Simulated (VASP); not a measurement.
# ZnS3 (Fm-3m) in VASP: a series of runs

The runs below take ZnS3 through single point, with PBE.

Program: VASP 6.6.1. These are calculated values, not measurements. Logs are shortened: lines on timing, memory, paths and dates and some standing lists are left out, and cuts for length are marked.

**1. The cell of the first run**

It takes space group Fm-3m (No. 225, cubic). Conventional cell: a = 6.339 Å, b = 6.339 Å, c = 6.339 Å, α = 90.00°, β = 90.00°, γ = 90.00°. Within 3.6 Å of Zn (site symmetry m-3m) lie 14 S at 2.75 to 3.17 Å. S (site symmetry -43m) has 4 Zn at 2.75 Å and 10 S at 2.75 to 3.17 Å within 3.6 Å. Within 3.6 Å of S (site symmetry m-3m) lie 8 S at 2.75 Å and 6 Zn at 3.17 Å.

**2. Single point, PBE**

Input file INCAR:

```
PREC     = Accurate       # precision mode
ENCUT    = 520            # plane-wave cutoff, eV
EDIFF    = 1E-6           # SCF threshold, eV
ISMEAR   = 0              # smearing method
SIGMA    = 0.1            # smearing width, eV
LREAL    = False          # projectors in reciprocal space
LASPH    = True           # aspherical terms in the spheres
NELM     = 100            # most SCF steps
ALGO     = Normal         # electronic algorithm
ISIF     = 2              # what is computed and relaxed
LWAVE    = False          # write WAVECAR
LCHARG   = True           # write CHGCAR
GGA      = PE             # functional
LELF     = True           # ELF
LVHAR    = True         
NBANDS   = 23             # bands
```

Input file KPOINTS:

```
regular mesh
0
Gamma
  4 4 4
```

Input file POSCAR:

```
ZnS3
1.0
    0.0000000000      3.1696551429      3.1696551429
    3.1696551429      0.0000000000      3.1696551429
    3.1696551429      3.1696551429      0.0000000000
Zn S
1 3
Direct
    0.0000000000      0.0000000000      0.0000000000
    0.2500000000      0.2500000000      0.2500000000
    0.7500000000      0.7500000000      0.7500000000
    0.5000000000      0.5000000000      0.5000000000
```

Potentials or basis: VASP PAW PBE potentials, release 64 (Zn, S).

Started as:

```console
$ cat potpaw_PBE.64/Zn/POTCAR potpaw_PBE.64/S/POTCAR > POTCAR
$ mpirun -np 1 vasp_std > vasp.out
```

OUTCAR:

```text
PREC = Accurate
   ENCUT = 520
   EDIFF = 1E-6
   ISMEAR = 0
   LREAL = False
   LASPH = True
   NELM = 100
   ISIF = 2
   GGA = PE

 ion  position               nearest neighbor table
   1  0.000  0.000  0.000-   3 2.75   3 2.75   3 2.75   2 2.75   3 2.75   2 2.75   2 2.75   2 2.75

   2  0.250  0.250  0.250-   1 2.75   1 2.75   1 2.75   1 2.75   4 2.75   4 2.75   4 2.75   4 2.75

   3  0.750  0.750  0.750-   4 2.75   4 2.75   4 2.75   1 2.75   4 2.75   1 2.75   1 2.75   1 2.75

   4  0.500  0.500  0.500-   2 2.75   2 2.75   2 2.75   2 2.75   3 2.75   3 2.75   3 2.75   3 2.75

  LATTYP: Found a face centered cubic cell.
 ALAT       =     6.3393102858

  Lattice vectors:

 A1 = (   0.0000000000,   3.1696551429,   3.1696551429)
 A2 = (   3.1696551429,   0.0000000000,   3.1696551429)
 A3 = (   3.1696551429,   3.1696551429,   0.0000000000)

Analysis of symmetry for initial positions (statically):
=====================================================================
 Subroutine PRICEL returns:
 Original cell was already a primitive cell.

 Routine SETGRP: Setting up the symmetry group for a
 face centered cubic supercell.

 Subroutine GETGRP returns: Found 48 space group operations
 (whereof 48 operations were pure point group operations)
 out of a pool of 48 trial point group operations.

The static configuration has the point symmetry O_h .

Analysis of symmetry for dynamics (positions and initial velocities):
=====================================================================
 Subroutine PRICEL returns:
 Original cell was already a primitive cell.

 Routine SETGRP: Setting up the symmetry group for a
 face centered cubic supercell.

 Subroutine GETGRP returns: Found 48 space group operations
 (whereof 48 operations were pure point group operations)
 out of a pool of 48 trial point group operations.

The dynamic configuration has the point symmetry O_h .

 Subroutine INISYM returns: Found 48 space group operations
 (whereof 48 operations are pure point group operations),
 and found     1 'primitive' translations

----------------------------------------------------------------------------------------

                                     Primitive cell

  volume of cell :      63.6892

  direct lattice vectors                    reciprocal lattice vectors
     0.000000000  3.169655143  3.169655143    -0.157745867  0.157745867  0.157745867
     3.169655143  0.000000000  3.169655143     0.157745867 -0.157745867  0.157745867
     3.169655143  3.169655143  0.000000000     0.157745867  0.157745867 -0.157745867

  length of vectors
     4.482569291  4.482569291  4.482569291     0.273223857  0.273223857  0.273223857

  position of ions in fractional coordinates (direct lattice)
     0.000000000  0.000000000  0.000000000
     0.250000000  0.250000000  0.250000000
     0.750000000  0.750000000  0.750000000
     0.500000000  0.500000000  0.500000000

  ion indices of the primitive-cell ions
   primitive index   ion index
                 1           1
                 2           2
                 3           3
                 4           4

----------------------------------------------------------------------------------------

 KPOINTS: regular mesh

Automatic generation of k-mesh.
 Grid dimensions read from file:
 generate k-points for:    4    4    4

 Generating k-lattice:

  Cartesian coordinates                     Fractional coordinates (reciprocal lattice)
    -0.039436467  0.039436467  0.039436467     0.250000000  0.000000000  0.000000000
     0.039436467 -0.039436467  0.039436467     0.000000000  0.250000000  0.000000000
     0.039436467  0.039436467 -0.039436467     0.000000000  0.000000000  0.250000000

  Length of vectors
     0.068305964  0.068305964  0.068305964

  Shift w.r.t. Gamma in fractional coordinates (k-lattice)
     0.000000000  0.000000000  0.000000000

 Subroutine IBZKPT returns following result:
 ===========================================

 Found      8 irreducible k-points:

 Following reciprocal coordinates:
            Coordinates               Weight
  0.000000  0.000000  0.000000      1.000000
  0.250000  0.000000  0.000000      8.000000
  0.500000  0.000000  0.000000      4.000000
  0.250000  0.250000  0.000000      6.000000
  0.500000  0.250000  0.000000     24.000000
 -0.250000  0.250000  0.000000     12.000000
  0.500000  0.500000  0.000000      3.000000
 -0.250000  0.500000  0.250000      6.000000
   k-points           NKPTS =      8   k-points in BZ     NKDIM =      8   number of bands    NBANDS=     23
   number of dos      NEDOS =    301   number of ions     NIONS =      4
   total plane-waves  NPLWV =  46656
   dimension x,y,z NGX =    36 NGY =   36 NGZ =   36
   dimension x,y,z NGXF=    72 NGYF=   72 NGZF=   72
   ions per type =               1   3
   NGX,Y,Z   is equivalent  to a cutoff of  13.35, 13.35, 13.35 a.u.
   NGXF,Y,Z  is equivalent  to a cutoff of  26.70, 26.70, 26.70 a.u.
 SYSTEM =  unknown system
   PREC   = accura    normal or accurate (medium, high low for compatibility)
   ISTART =      0    job   : 0-new  1-cont  2-samecut
   ICHARG =      2    charge: 1-file 2-atom 10-const
   ISPIN  =      1    spin polarized calculation?
   LNONCOLLINEAR =      F non collinear calculations
   LSORBIT =      F    spin-orbit coupling
   LASPH  =      T    aspherical Exc in radial PAW
   ENCUT  =  520.0 eV  38.22 Ry    6.18 a.u.   8.33  8.33  8.33*2*pi/ulx,y,z
   NELM   =    100;   NELMIN=  2; NELMDL= -5     # of ELM steps
   EDIFF  = 0.1E-05   stopping-criterion for ELM
   LREAL  =      F    real-space projection
   EDIFFG = 0.1E-04   stopping-criterion for IOM
   NSW    =      0    number of steps for IOM
   IBRION =     -1    ionic relax: 0-MD 1-quasi-New 2-CG
   NFREE  =      0    steps in history (QN), initial steepest desc. (CG)
   ISIF   =      2    stress and relaxation
   ISYM   =      2    0-nonsym 1-usesym 2-fastsym
   POTIM  = 0.5000    time-step for ionic-motion
   TEBEG  =    0.0;   TEEND  =   0.0 temperature during run
   PSTRESS=    0.0 pullay stress
   NELECT =      30.0000    total number of electrons
   NUPDOWN=      -1.0000    fix difference up-down
   EMIN   =  10.00;   EMAX   =-10.00  energy-range for DOS
   EFERMI =   0.00;   METHOD = LEGACY
   ISMEAR =     0;   SIGMA  =   0.10  broadening in eV -4-tet -1-fermi 0-gaus
   EFERMI_NEDOS =   21; number of points for ismear=-14 and -15
   IALGO  =     38    algorithm
   IMIX   =      4    mixing-type and parameters
     AMIX     =   0.40;   BMIX     =  1.00
     AMIX_MAG =   1.60;   BMIX_MAG =  1.00
  volume/ion in A,a.u.               =      15.92       107.45
  Fermi-wavevector in a.u.,A,eV,Ry     =   1.273777  2.407089 22.075543  1.622507
  Thomas-Fermi vector in A             =   2.406581
   LORBIT       =      0    0 simple, 1 ext, 2 COOP (PROOUT), +10 PAW based schemes
   GGA     = PE    functional components
   LHFCALC =     F    Hartree Fock is set to
   AEXX    =    0.0000 exact exchange contribution
   IVDW    =     0    specifies the selected vdW correction
   LEPSILON=     F    determine dielectric tensor
   LRPA    =     F    only Hartree local field effects (RPA)
 non-spin polarized calculation
 Gauss-broadening in eV      SIGMA  =   0.10
  energy-cutoff  :      520.00
  volume of cell :       63.69
 maximum number of plane-waves:      1724
 NGX is ok and might be reduce to    36
   NGX = 17   NGY = 17   NGZ = 17

 number of electron      29.9999983 magnetization

 Free energy of the ion-electron system (eV)
  ---------------------------------------------------
  ext. energy  EPLUGINS =         0.00000000
  ---------------------------------------------------
  free energy    TOTEN  =       -10.61786319 eV

  energy without entropy =      -10.59737313  energy(sigma->0) =      -10.60761816

 E-fermi :   6.1668     XC(G=0): -11.1543

 val. band max:        5.9113976312   @ k =  -0.2500   0.2500   0.0000
 cond. band min:       6.2157867207   @ k =   0.5000   0.2500   0.0000
 fundamental gap:      0.3043890895
 Fermi energy:         6.1668406832

 k-point     1 :       0.0000    0.0000    0.0000
  band No.  band energies     occupation
      1      -9.8104      2.00000
      2      -5.0270      2.00000
      3      -3.9912      2.00000
      4      -0.8923      2.00000
      5      -0.8923      2.00000
      6      -0.8923      2.00000
[... 15 lines left out ...]
     22      13.6042      0.00000
     23      13.6042      0.00000

 k-point     2 :       0.2500    0.0000    0.0000
  band No.  band energies     occupation
      1      -9.2921      2.00000
      2      -5.7190      2.00000
      3      -4.6528      2.00000
      4      -0.8671      2.00000
      5      -0.8671      2.00000
      6      -0.5946      2.00000
[... 15 lines left out ...]
     22      13.9461      0.00000
     23      13.9461      0.00000

 k-point     3 :       0.5000    0.0000    0.0000
  band No.  band energies     occupation
      1      -8.2610      2.00000
      2      -7.0959      2.00000
      3      -5.0256      2.00000
      4      -0.9008      2.00000
      5      -0.9008      2.00000
      6      -0.5658      2.00000
[... 15 lines left out ...]
     22      16.6632      0.00000
     23      16.7447      0.00000

 k-point     4 :       0.2500    0.2500    0.0000
  band No.  band energies     occupation
      1      -9.1156      2.00000
      2      -5.6445      2.00000
      3      -5.0719      2.00000
      4      -0.8799      2.00000
      5      -0.8799      2.00000
      6      -0.5868      2.00000
[... 15 lines left out ...]
     22      12.5820      0.00000
     23      15.8697      0.00000

 k-point     5 :       0.5000    0.2500    0.0000
  band No.  band energies     occupation
      1      -8.0674      2.00000
      2      -6.6647      2.00000
      3      -5.8435      2.00000
      4      -0.8265      2.00000
      5      -0.7211      2.00000
      6      -0.5908      2.00000
[... 15 lines left out ...]
     22      14.6354      0.00000
     23      15.9431      0.00000

 k-point     6 :      -0.2500    0.2500    0.0000
  band No.  band energies     occupation
      1      -8.4957      2.00000
      2      -6.3026      2.00000
      3      -5.6292      2.00000
      4      -0.7331      2.00000
      5      -0.7198      2.00000
      6      -0.6423      2.00000
[... 15 lines left out ...]
     22      15.5000      0.00000
     23      16.7646      0.00000

 k-point     7 :       0.5000    0.5000    0.0000
  band No.  band energies     occupation
      1      -7.3036      2.00000
      2      -7.2136      2.00000
      3      -6.1138      2.00000
      4      -0.6070      2.00000
      5      -0.6070      2.00000
      6      -0.5193      2.00000
[... 15 lines left out ...]
     22      14.1404      0.00000
     23      14.4354      0.00000

 k-point     8 :      -0.2500    0.5000    0.2500
  band No.  band energies     occupation
      1      -7.1850      2.00000
      2      -6.7961      2.00000
      3      -6.7961      2.00000
      4      -1.4026      2.00000
      5      -0.6059      2.00000
      6      -0.5709      2.00000
[... 15 lines left out ...]
     22      15.9535      0.00000
     23      15.9536      0.00000

------------------------ aborting loop because EDIFF is reached ----------------------------------------

  FORCE on cell =-STRESS in cart. coord.  units (eV):
  Direction    XX          YY          ZZ          XY          YZ          ZX
  --------------------------------------------------------------------------------------
  -------------------------------------------------------------------------------------
  Total       -0.0135119     -0.0135119     -0.0135119      0.0000000     -0.0000000      0.0000000
  in kB       -0.3399086     -0.3399086     -0.3399086      0.0000000     -0.0000000      0.0000000
  external PRESSURE =      -0.3399086 kB  Pullay stress =       0.0000000 kB

 VOLUME and BASIS-vectors are now :
 -----------------------------------------------------------------------------
  energy-cutoff  :      520.00
  volume of cell :       63.69
      direct lattice vectors                 reciprocal lattice vectors
     0.000000000  3.169655143  3.169655143    -0.157745867  0.157745867  0.157745867
     3.169655143  0.000000000  3.169655143     0.157745867 -0.157745867  0.157745867
     3.169655143  3.169655143  0.000000000     0.157745867  0.157745867 -0.157745867

 POSITION                                       TOTAL-FORCE (eV/Angst)
 -----------------------------------------------------------------------------------
      0.00000      0.00000      0.00000         0.000000     -0.000000      0.000000
      1.58483      1.58483      1.58483        -0.000000      0.000000     -0.000000
      4.75448      4.75448      4.75448         0.000000      0.000000      0.000000
      3.16966      3.16966      3.16966         0.000000     -0.000000      0.000000
 -----------------------------------------------------------------------------------
    total drift:                               -0.000000      0.000000      0.000000

  FREE ENERGIE OF THE ION-ELECTRON SYSTEM (eV)
  ---------------------------------------------------
  free  energy   TOTEN  =       -10.6178631866 eV

  energy  without entropy=      -10.5973731302  energy(sigma->0) =      -10.60761816
```

Run time: 12 s. Hardware: 1 thread of AMD EPYC 9R45 (Zen 5), shared host; peak memory 0.17 GiB.

Results:

```
Free energy            : -10.6179 eV
Pressure               : 0.0 GPa
Band gap on the k mesh : zero (band 15 reaches 6.38 eV, above the bottom of band 16 at 5.40 eV)
```

Caveat: the k points lie up to 0.43 Å⁻¹ apart.

**3. Single point, PBE**

This run uses another cell than the first one, of 19.84 Å³/atom, 1.246 times its volume.

Input file INCAR:

```
SYSTEM = ZnS3
PREC = Accurate
ENCUT = 520
EDIFF = 1E-7
ISMEAR = 0
SIGMA = 0.1
LREAL = .FALSE.
LASPH = .TRUE.
NELM = 80
ALGO = Normal
ISIF = 2
LWAVE = .FALSE.
LCHARG = .FALSE.
GGA = PE
NBANDS = 23
```

Input file KPOINTS:

```
Automatic mesh
0
G
  4 4 4
  0 0 0
```

Input file POSCAR:

```
ZnS3
1.0
    0.0000000000      3.4105576700      3.4105576700
    3.4105576700      0.0000000000      3.4105576700
    3.4105576700      3.4105576700      0.0000000000
Zn S
1 3
Direct
    0.0000000000      0.0000000000      0.0000000000
    0.2500000000      0.2500000000      0.2500000000
    0.7500000000      0.7500000000      0.7500000000
    0.5000000000      0.5000000000      0.5000000000
```

Potentials or basis: VASP PAW PBE potentials, release 64 (Zn, S).

Started as:

```console
$ cat potpaw_PBE.64/Zn/POTCAR potpaw_PBE.64/S/POTCAR > POTCAR
$ mpirun -np 1 vasp_std > vasp.out
```

It took 12 s on 1 thread of AMD EPYC 9R45 (Zen 5), shared host; peak memory 0.17 GiB.

It converged, with:

```
Free energy            : -10.0218 eV
Pressure               : -9.6 GPa
Band gap on the k mesh : zero (band 15 reaches 3.72 eV, above the bottom of band 16 at 3.25 eV)
```

Levels at points of the mesh, in eV from the Fermi level:
```tsv
k point	band 11	band 12	band 13	band 14	band 15	band 16	band 17	band 18	band 19	band 20
(0.00, 0.00, 0.00)	-2.80	-2.52	-2.52	-2.52	-0.34	-0.34	-0.34	-0.01	5.89	5.89
(0.50, 0.00, 0.00)	-3.53	-2.42	-2.42	-1.38	0.04	0.68	0.68	2.25	5.21	5.21
(0.50, 0.50, 0.00)	-4.53	-1.32	-0.28	-0.28	0.13	0.66	0.66	1.70	6.36	7.35
```

Caveat: the k points lie up to 0.40 Å⁻¹ apart.
